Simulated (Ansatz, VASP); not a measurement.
**One calculation of K, two programs**

The input INCAR:

```
SYSTEM = K
PREC = Accurate
ENCUT = 520
EDIFF = 1E-7
ISMEAR = -1
SIGMA = 0.1
LREAL = .False.
LASPH = .True.
NELM = 100
ALGO = Normal
ISIF = 2
LWAVE = .False.
LCHARG = .False.
GGA = RP
NBANDS = 10
```

The input KPOINTS:

```
regular mesh
0
Gamma
  8 8 8
  0 0 0
```

Contents of POSCAR:

```
K
1.0
    4.5369977358      0.0000000000      0.0000000000
    0.0000000000      4.5369977358      0.0000000000
    0.0000000000      0.0000000000      4.5369977358
K
1
Direct
    0.0000000000      0.0000000000      0.0000000000
```

Input for Ansatz:

```yaml
crystal:
  lattice:
    - [4.5369977358, 0.0, 0.0]
    - [0.0, 4.5369977358, 0.0]
    - [0.0, 0.0, 4.5369977358]
  atoms:
    - { symbol: K, position: [0.0, 0.0, 0.0] }
hamiltonian:
  xc: rpbe
  pseudopotentials:
    kind: paw
    azcp:
      K: "pseudopotentials/K.paw.azcp"
basis:
  ecutwfc: 420
  fft_grid_basis: typed
kpoints:
  mp_grid: { grid: [8, 8, 8], shift: [0, 0, 0] }
magnetization:
  spin_polarized: false
scf:
  occupations: { method: fermi_dirac, width: 0.1 }
  lower_state_search: "off"
output:
  stress: true
```

Alike in both runs: task single point; functional RPBE; k mesh 8 × 8 × 8; occupations fermi-dirac, width 0.1 eV; no spin polarisation.

|  | VASP | Ansatz |
| --- | --- | --- |
| version | VASP 6.6.1 | Ansatz 0.2.0 |
| potentials or method | VASP PAW PBE potentials, release 64 (K_sv), cutoff 520 eV | plane waves (420 eV) with PAW, scalar-relativistic |
| valence electrons in the cell | 9 | 9 |

```tsv
	VASP	Ansatz	Ansatz less VASP
pressure (GPa)	-0.2	-0.2	+0.01
```

VASP's potentials were made for PBE, not for RPBE.
